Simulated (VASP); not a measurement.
A run of VASP 6.6.1 is set up as follows.

File INCAR:

```
SYSTEM = Si63N
  PREC = Accurate
  ENCUT = 520
  EDIFF = 1E-6
  ISMEAR = 0
  SIGMA = 0.05
  LREAL = Auto
  LASPH = .True.
  NELM = 150
  ALGO = Normal
  ISIF = 2
  LWAVE = .False.
  LCHARG = .False.
  ISPIN = 2
  MAGMOM = 0.05 0 0 0.01 0 0 0 0 0.01 0 0 0 0.01 0 0 0 0 0 0 0 0.03 0 0 0.01 0.02 0 0 0.02 0 0 0.02 0 0.01 0.01 0 0 0.01 0 0 0 0 0 0 0 0 0 0 0 0 0 0 0 0 0 0.01 0 0 0 0 0 0 0 0 0
  LORBIT = 11
  GGA = PE
  NBANDS = 170
```

The input KPOINTS:

```
regular mesh
0
Gamma
  1 1 1
  0 0 0
```

File POSCAR:

```
Si63N
1.0
    6.6508880000      6.6508890000      3.8447710000
   -9.9763330000      3.3254440000      1.9223860000
    3.3254440000     -9.9763330000      9.6119280000
N Si
1 63
Direct
    0.1273338874      0.9540738878      0.9542743364
    0.3733316280      0.7073036361      0.7086486769
    0.1347849574      0.6968597050      0.2032237074
    0.6335742060      0.4545689361      0.4543037201
    0.8863303040      0.2032184616      0.2030849390
    0.3918837764      0.4572660881      0.9540811393
    0.6375192348      0.2007375571      0.7059199955
    0.1320184564      0.4549746965      0.4549247544
    0.3796586604      0.1972158566      0.1976026345
    0.1359156428      0.2098012532      0.7043275878
    0.8858934125      0.9566160594      0.4495484088
    0.6275851764      0.9564411347      0.9578938349
    0.8886770789      0.7109850197      0.7110536135
    0.3813403924      0.9528742246      0.4593998288
    0.6327829660      0.7115842067      0.2024297997
    0.8804791133      0.4469287829      0.9551560625
    0.1143277216      0.5283813995      0.0443205121
    0.3702261519      0.2980333281      0.7935071098
    0.6178110659      0.0433763079      0.5448764362
    0.1187370044      0.2942396268      0.2954657918
    0.3276214262      0.0326267726      0.0322640039
    0.1164698405      0.0490453297      0.5441608671
    0.8704836158      0.8000449467      0.2868230645
    0.6114727853      0.7977226365      0.7963538363
    0.8673966181      0.5486013844      0.5483042639
    0.3656674703      0.7943118975      0.2985612612
    0.6270263515      0.5556656492      0.0446911636
    0.1139936093      0.8191943420      0.8209890284
    0.3645941995      0.5484785700      0.5481051063
    0.8700867418      0.2870132890      0.7985269234
    0.6153705565      0.2945116166      0.2926214877
    0.8693361646      0.0425716054      0.0422853455
    0.0571099350      0.1106203856      0.9532806383
    0.2834543949      0.8887501646      0.7147444898
    0.5446545185      0.6341949699      0.4559663203
    0.0561217883      0.8817183377      0.1944864035
    0.2921672477      0.6292617271      0.9573556712
    0.0426758715      0.6357869165      0.4555703282
    0.7948423755      0.3836498823      0.2040197227
    0.5505322516      0.3835919612      0.7045903100
    0.7941533021      0.1353811661      0.4542178689
    0.2983836627      0.3830063720      0.2051315604
    0.5292141251      0.1326046273      0.9574450126
    0.0416792455      0.3886220290      0.7088375747
    0.2970007836      0.1343829251      0.4552703577
    0.7944004062      0.8829742073      0.7042923614
    0.5367241827      0.8885611017      0.2052975362
    0.8099034842      0.6384529872      0.9520049477
    0.1964831303      0.6245698444      0.8032967516
    0.4563263194      0.3674120385      0.5454657578
    0.7051091401      0.1173213329      0.2935293576
    0.2133951856      0.3513363526      0.0406597191
    0.4556231878      0.1166681453      0.7946437595
    0.2088329284      0.1140073661      0.2937544991
    0.9787594434      0.8745816287      0.0318016065
    0.7095180154      0.8651700625      0.5421232810
    0.9537220777      0.6177343445      0.2939335890
    0.4392345019      0.8679504428      0.0444610562
    0.7054610835      0.6176020994      0.7947612680
    0.1996490382      0.8681955364      0.5505758775
    0.4584993182      0.6164627851      0.2946231867
    0.9540774628      0.3674626226      0.5465538538
    0.6979036009      0.3650215595      0.0455060277
    0.9660018623      0.1083603566      0.7959516568
```

Potentials or basis: VASP PAW PBE potentials, release 64 (N, Si).

Run with:

```bash
$ cat potpaw_PBE.64/N/POTCAR potpaw_PBE.64/Si/POTCAR > POTCAR
$ mpirun -np 1 vasp_gam > vasp.out
```

**Question.** Predict the net moment.

**Answer.** 0.98 μB per cell.

**Question.** What does it give for the pressure?

**Answer.** -0.5 GPa.

**Question.** Estimate the site moments.

**Answer.** N +0.05; Si +0.00, +0.01, -0.00, +0.05, +0.02, +0.04 (each value once) μB.

Stress tensor (GPa, compression positive):
```
-1.30 -0.75 -0.52
-0.75 -0.70 -0.54
-0.52 -0.54  0.55
```

Caveat: the k points lie up to 0.67 Å⁻¹ apart.
